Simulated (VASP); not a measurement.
A run of VASP 6.6.1:

Contents of INCAR:

```
SYSTEM = Rh
PREC = Accurate
ENCUT = 520
EDIFF = 1E-6
ISMEAR = -1
SIGMA = 0.05
LREAL = .False.
LASPH = .True.
NELM = 100
ALGO = Fast
ISIF = 2
LWAVE = .False.
LCHARG = .False.
GGA = PS
NBANDS = 22
```

Contents of KPOINTS:

```
regular mesh
0
Gamma
  9 9 5
  0 0 0
```

POSCAR

```
Rh
1.0
    2.7309790422      0.0000000000      0.0000000000
   -1.3654895211      2.3650972278      0.0000000000
    0.0000000000      0.0000000000      4.2513494400
Rh
2
Direct
    0.3333333333      0.6666666667      0.2500000000
    0.6666666667      0.3333333333      0.7500000000
```

Potentials or basis: VASP PAW PBE potentials, release 64 (Rh_pv).

Run with:

```sh
$ cat potpaw_PBE.64/Rh_pv/POTCAR > POTCAR
$ mpirun -np 1 vasp_std > vasp.out
```

Hardware: 1 thread of Intel(R) Xeon(R) Platinum 8488C (Sapphire Rapids) (shared host).

Question: Estimate the wall time of this run.

Answer: It took 13 s on 1 thread of Intel(R) Xeon(R) Platinum 8488C (Sapphire Rapids), on a shared host, peak memory 0.14 GiB. Counts: scf iterations 12, k points 36.
